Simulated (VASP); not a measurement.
# Os (P6_3/mmc) in VASP: further runs

Os is run at these levels: PBE; tasks: single point.

All numbers are computed with VASP 6.6.1; they aren't measurements. Logs are shortened: lines on timing, memory, paths and dates and some standing lists are left out, and cuts for length are marked.

### 1 The cell of the first run

It takes space group P6_3/mmc (No. 194, hexagonal). Conventional cell: a = 2.678 Å, b = 2.678 Å, c = 4.232 Å, α = 90.00°, β = 90.00°, γ = 120.00°. Os (site symmetry -6m2) has 12 Os at 2.62 to 2.68 Å within 3.5 Å.

### 2 Single point, PBE (13.14 Å³/atom)

Input file INCAR:

```
PREC     = Accurate       # precision mode
ENCUT    = 520            # plane-wave cutoff, eV
EDIFF    = 1E-6           # SCF threshold, eV
ISMEAR   = -1             # smearing method
SIGMA    = 0.05           # smearing width, eV
LREAL    = F              # projectors in reciprocal space
LASPH    = T              # aspherical terms in the spheres
NELM     = 100            # most SCF steps
ALGO     = Normal         # electronic algorithm
ISIF     = 2              # what is computed and relaxed
LWAVE    = F              # write WAVECAR
LCHARG   = T              # write CHGCAR
GGA      = PE             # functional
LELF     = T              # ELF
LVHAR    = T            
NBANDS   = 15             # bands
```

Input file KPOINTS:

```
Automatic mesh
0
Gamma
  15 15 9
```

Input file POSCAR:

```
Os
1.0
    2.6782863558      0.0000000000      0.0000000000
   -1.3391431780      2.3194640228      0.0000000000
    0.0000000000      0.0000000000      4.2315181138
Os
2
Direct
    0.3333333333      0.6666666667      0.2500000000
    0.6666666667      0.3333333333      0.7500000000
```

Potentials or basis: VASP PAW PBE potentials, release 64 (Os).

Started as:

```
$ cat potpaw_PBE.64/Os/POTCAR > POTCAR
$ mpirun -np 1 vasp_std > vasp.out
```

OUTCAR:

```text
PREC = Accurate
   ENCUT = 520
   EDIFF = 1E-6
   ISMEAR = -1
   LREAL = F
   LASPH = T
   NELM = 100
   ISIF = 2
   GGA = PE

 ion  position               nearest neighbor table
   1  0.333  0.667  0.250-   2 2.62   2 2.62   2 2.62   2 2.62   2 2.62   2 2.62
   2  0.667  0.333  0.750-   1 2.62   1 2.62   1 2.62   1 2.62   1 2.62   1 2.62

  LATTYP: Found a hexagonal cell.
 ALAT       =     2.6782863558
 C/A-ratio  =     1.5799349105

  Lattice vectors:

 A1 = (   2.6782863558,   0.0000000000,   0.0000000000)
 A2 = (  -1.3391431780,   2.3194640228,   0.0000000000)
 A3 = (   0.0000000000,   0.0000000000,   4.2315181138)

Analysis of symmetry for initial positions (statically):
=====================================================================
 Subroutine PRICEL returns:
 Original cell was already a primitive cell.

 Routine SETGRP: Setting up the symmetry group for a
 hexagonal supercell.

 Subroutine GETGRP returns: Found 24 space group operations
 (whereof 12 operations were pure point group operations)
 out of a pool of 24 trial point group operations.

The static configuration has the point symmetry D_3d.
 The point group associated with its full space group is D_6h.

Analysis of symmetry for dynamics (positions and initial velocities):
=====================================================================
 Subroutine PRICEL returns:
 Original cell was already a primitive cell.

 Routine SETGRP: Setting up the symmetry group for a
 hexagonal supercell.

 Subroutine GETGRP returns: Found 24 space group operations
 (whereof 12 operations were pure point group operations)
 out of a pool of 24 trial point group operations.

The dynamic configuration has the point symmetry D_3d.
 The point group associated with its full space group is D_6h.

 Subroutine INISYM returns: Found 24 space group operations
 (whereof 12 operations are pure point group operations),
 and found     1 'primitive' translations

----------------------------------------------------------------------------------------

                                     Primitive cell

  volume of cell :      26.2870

  direct lattice vectors                    reciprocal lattice vectors
     2.678286356  0.000000000  0.000000000     0.373373070  0.215567043  0.000000000
    -1.339143178  2.319464023  0.000000000     0.000000000  0.431134085  0.000000000
     0.000000000  0.000000000  4.231518114     0.000000000  0.000000000  0.236321805

  length of vectors
     2.678286356  2.678286356  4.231518114     0.431134085  0.431134085  0.236321805

  position of ions in fractional coordinates (direct lattice)
     0.333333333  0.666666667  0.250000000
     0.666666667  0.333333333  0.750000000

  ion indices of the primitive-cell ions
   primitive index   ion index
                 1           1
                 2           2

----------------------------------------------------------------------------------------

 KPOINTS: Automatic mesh

Automatic generation of k-mesh.
 Grid dimensions read from file:
 generate k-points for:   15   15    9

 Generating k-lattice:

  Cartesian coordinates                     Fractional coordinates (reciprocal lattice)
     0.024891538  0.014371136  0.000000000     0.066666667  0.000000000  0.000000000
     0.000000000  0.028742272  0.000000000     0.000000000  0.066666667  0.000000000
     0.000000000  0.000000000  0.026257978     0.000000000  0.000000000  0.111111111

  Length of vectors
     0.028742272  0.028742272  0.026257978

  Shift w.r.t. Gamma in fractional coordinates (k-lattice)
     0.000000000  0.000000000  0.000000000

 Subroutine IBZKPT returns following result:
 ===========================================

 Found    135 irreducible k-points:

 Following reciprocal coordinates:
            Coordinates               Weight
  0.000000  0.000000  0.000000      1.000000
  0.066667  0.000000  0.000000      6.000000
  0.133333  0.000000  0.000000      6.000000
  0.200000  0.000000  0.000000      6.000000
  0.266667  0.000000  0.000000      6.000000
  0.333333  0.000000  0.000000      6.000000
[... 16 lines left out ...]
  0.333333  0.200000  0.000000     12.000000
  0.400000  0.200000  0.000000      6.000000
 [... further k-points ...]
   k-points           NKPTS =    135   k-points in BZ     NKDIM =    135   number of bands    NBANDS=     15
   number of dos      NEDOS =    301   number of ions     NIONS =      2
   total plane-waves  NPLWV =  12800
   dimension x,y,z NGX =    20 NGY =   20 NGZ =   32
   dimension x,y,z NGXF=    40 NGYF=   40 NGZF=   64
   ions per type =               2
   NGX,Y,Z   is equivalent  to a cutoff of  12.41, 12.41, 12.57 a.u.
   NGXF,Y,Z  is equivalent  to a cutoff of  24.83, 24.83, 25.14 a.u.
 SYSTEM =  unknown system
   PREC   = accura    normal or accurate (medium, high low for compatibility)
   ISTART =      0    job   : 0-new  1-cont  2-samecut
   ICHARG =      2    charge: 1-file 2-atom 10-const
   ISPIN  =      1    spin polarized calculation?
   LNONCOLLINEAR =      F non collinear calculations
   LSORBIT =      F    spin-orbit coupling
   LASPH  =      T    aspherical Exc in radial PAW
   ENCUT  =  520.0 eV  38.22 Ry    6.18 a.u.   4.98  4.98  7.87*2*pi/ulx,y,z
   NELM   =    100;   NELMIN=  2; NELMDL= -5     # of ELM steps
   EDIFF  = 0.1E-05   stopping-criterion for ELM
   LREAL  =      F    real-space projection
   EDIFFG = 0.1E-04   stopping-criterion for IOM
   NSW    =      0    number of steps for IOM
   IBRION =     -1    ionic relax: 0-MD 1-quasi-New 2-CG
   NFREE  =      0    steps in history (QN), initial steepest desc. (CG)
   ISIF   =      2    stress and relaxation
   ISYM   =      2    0-nonsym 1-usesym 2-fastsym
   POTIM  = 0.5000    time-step for ionic-motion
   TEBEG  =    0.0;   TEEND  =   0.0 temperature during run
   PSTRESS=    0.0 pullay stress
   NELECT =      16.0000    total number of electrons
   NUPDOWN=      -1.0000    fix difference up-down
   EMIN   =  10.00;   EMAX   =-10.00  energy-range for DOS
   EFERMI =   0.00;   METHOD = LEGACY
   ISMEAR =    -1;   SIGMA  =   0.05  broadening in eV -4-tet -1-fermi 0-gaus
   EFERMI_NEDOS =   21; number of points for ismear=-14 and -15
   IALGO  =     38    algorithm
   IMIX   =      4    mixing-type and parameters
     AMIX     =   0.40;   BMIX     =  1.00
     AMIX_MAG =   1.60;   BMIX_MAG =  1.00
  volume/ion in A,a.u.               =      13.14        88.70
  Fermi-wavevector in a.u.,A,eV,Ry     =   1.387398  2.621803 26.189507  1.924874
  Thomas-Fermi vector in A             =   2.511623
   LORBIT       =      0    0 simple, 1 ext, 2 COOP (PROOUT), +10 PAW based schemes
   GGA     = PE    functional components
   LHFCALC =     F    Hartree Fock is set to
   AEXX    =    0.0000 exact exchange contribution
   IVDW    =     0    specifies the selected vdW correction
   LEPSILON=     F    determine dielectric tensor
   LRPA    =     F    only Hartree local field effects (RPA)
 non-spin polarized calculation
  energy-cutoff  :      520.00
  volume of cell :       26.29
 maximum number of plane-waves:       726
 NGX is ok and might be reduce to    20
   NGX =  9   NGY =  9   NGZ = 15

 number of electron      16.0000001 magnetization

 Free energy of the ion-electron system (eV)
  ---------------------------------------------------
  ext. energy  EPLUGINS =         0.00000000
  ---------------------------------------------------
  free energy    TOTEN  =       -22.24113407 eV

  energy without entropy =      -22.23374532  energy(sigma->0) =      -22.23743970

 E-fermi :  10.4413     XC(G=0): -14.4207

 val. band max:       10.4102299009   @ k =   0.0667   0.0667   0.3333
 cond. band min:      10.4506039437   @ k =   0.1333   0.0000   0.3333
 fundamental gap:      0.0403740428
 Fermi energy:        10.4413192261

 k-point     1 :       0.0000    0.0000    0.0000
  band No.  band energies     occupation
      1      -1.0747      2.00000
      2       2.0321      2.00000
      3       7.0858      2.00000
      4       7.0858      2.00000
      5       7.3756      2.00000
      6       8.0203      2.00000
      7       8.0203      2.00000
      8       8.7396      2.00000
      9       8.7396      2.00000
     10      10.4921      0.53144
     11      12.3008      0.00000
     12      12.3008      0.00000
     13      20.2878      0.00000
     14      24.4390      0.00000
     15      27.2532      0.00000

 k-point     2 :       0.0667    0.0000    0.0000
  band No.  band energies     occupation
      1      -0.8809      2.00000
      2       2.2049      2.00000
      3       6.6825      2.00000
      4       7.2591      2.00000
      5       7.7204      2.00000
      6       7.9046      2.00000
      7       8.1828      2.00000
      8       8.4860      2.00000
      9       8.5963      2.00000
     10       9.6694      2.00000
     11      12.4040      0.00000
     12      13.4199      0.00000
     13      20.2837      0.00000
     14      24.8548      0.00000
     15      27.5097      0.00000

 k-point     3 :       0.1333    0.0000    0.0000
  band No.  band energies     occupation
      1      -0.3252      2.00000
      2       2.6687      2.00000
      3       6.1210      2.00000
      4       7.5225      2.00000
      5       7.5621      2.00000
      6       7.7696      2.00000
      7       8.2356      2.00000
      8       8.2685      2.00000
      9       8.6596      2.00000
     10       8.9749      2.00000
     11      12.6489      0.00000
     12      15.2244      0.00000
     13      20.2150      0.00000
     14      25.9500      0.00000
     15      28.1040      0.00000

 k-point     4 :       0.2000    0.0000    0.0000
  band No.  band energies     occupation
      1       0.5081      2.00000
      2       3.2014      2.00000
      3       5.6979      2.00000
      4       6.2927      2.00000
      5       7.2315      2.00000
      6       7.7846      2.00000
      7       8.5859      2.00000
      8       8.5874      2.00000
      9       8.9571      2.00000
     10       9.4164      2.00000
     11      12.9241      0.00000
     12      17.1312      0.00000
     13      20.0103      0.00000
     14      26.6489      0.00000
     15      27.7134      0.00000
[... 307 lines left out ...]
 k-point    22 :       0.2667    0.2000    0.0000
  band No.  band energies     occupation
      1       3.5626      2.00000
      2       3.8053      2.00000
      3       4.1477      2.00000
      4       5.1483      2.00000
      5       6.3653      2.00000
      6       7.7759      2.00000
      7       7.9457      2.00000
      8      10.5738      0.13191
      9      12.4359      0.00000
     10      12.9553      0.00000
     11      14.1170      0.00000
     12      19.4351      0.00000
     13      20.8496      0.00000
     14      21.3250      0.00000
     15      23.2483      0.00000

 k-point    23 :       0.3333    0.2000    0.0000
  band No.  band energies     occupation
      1       3.4681      2.00000
      2       3.8274      2.00000
      3       3.9332      2.00000
      4       5.8591      2.00000
      5       6.3818      2.00000
      6       7.4258      2.00000
      7       8.4545      2.00000
      8      11.4294      0.00000
      9      12.7885      0.00000
     10      12.9381      0.00000
     11      15.2803      0.00000
     12      17.7272      0.00000
     13      19.7224      0.00000
     14      21.7472      0.00000
     15      24.6184      0.00000

 k-point    24 :       0.4000    0.2000    0.0000
  band No.  band energies     occupation
      1       3.3520      2.00000
      2       3.7932      2.00000
      3       3.9464      2.00000
      4       6.1866      2.00000
      5       6.4240      2.00000
      6       7.2670      2.00000
      7       8.6651      2.00000
      8      12.0314      0.00000
      9      12.7056      0.00000
     10      12.9315      0.00000
     11      15.9637      0.00000
     12      16.6888      0.00000
     13      19.1599      0.00000
     14      22.4634      0.00000
     15      25.2084      0.00000

 [... further k-points ...]

------------------------ aborting loop because EDIFF is reached ----------------------------------------

  FORCE on cell =-STRESS in cart. coord.  units (eV):
  Direction    XX          YY          ZZ          XY          YZ          ZX
  --------------------------------------------------------------------------------------
  -------------------------------------------------------------------------------------
  Total        6.5447709      6.5447709      7.0219205     -0.0000000      0.0000000     -0.0000000
  in kB      398.9001292    398.9001292    427.9821321     -0.0000000      0.0000000     -0.0000000
  external PRESSURE =     408.5941302 kB  Pullay stress =       0.0000000 kB

 VOLUME and BASIS-vectors are now :
 -----------------------------------------------------------------------------
  energy-cutoff  :      520.00
  volume of cell :       26.29
      direct lattice vectors                 reciprocal lattice vectors
     2.678286356  0.000000000  0.000000000     0.373373070  0.215567043  0.000000000
    -1.339143178  2.319464023  0.000000000     0.000000000  0.431134085  0.000000000
     0.000000000  0.000000000  4.231518114     0.000000000  0.000000000  0.236321805

 POSITION                                       TOTAL-FORCE (eV/Angst)
 -----------------------------------------------------------------------------------
     -0.00000      1.54631      1.05788         0.000000     -0.000000     -0.000000
      1.33914      0.77315      3.17364        -0.000000      0.000000      0.000000
 -----------------------------------------------------------------------------------
    total drift:                                0.000000     -0.000000     -0.000000

  FREE ENERGIE OF THE ION-ELECTRON SYSTEM (eV)
  ---------------------------------------------------
  free  energy   TOTEN  =       -22.2411340696 eV

  energy  without entropy=      -22.2337453218  energy(sigma->0) =      -22.23743970
```

Run time: 50 s. Hardware: 1 thread of Intel Xeon Platinum 8259CL at 2.50GHz (Skylake/Cascade Lake), shared host; peak memory 0.17 GiB.

What came out:

```yaml
Free_energy: -22.2411 eV
Pressure: 40.9 GPa
Band_gap_on_the_k_mesh: zero (bands 8 and 9 overlap by 4.22 eV)
```

Levels at points of the mesh, in eV from the Fermi level:
| k point | band 5 | band 6 | band 7 | band 8 | band 9 | band 10 | band 11 | band 12 |
| --- | --- | --- | --- | --- | --- | --- | --- | --- |
| (0.00, 0.00, 0.00) | -3.07 | -2.42 | -2.42 | -1.70 | -1.70 | 0.05 | 1.86 | 1.86 |

Caveat: the cell stands under pressure; spin-orbit coupling is left out, which moves the levels of the heavy elements.

(Part 1 of 2 ends here.)

The gap in the log of VASP goes by the Fermi energy; the results here count the filled bands.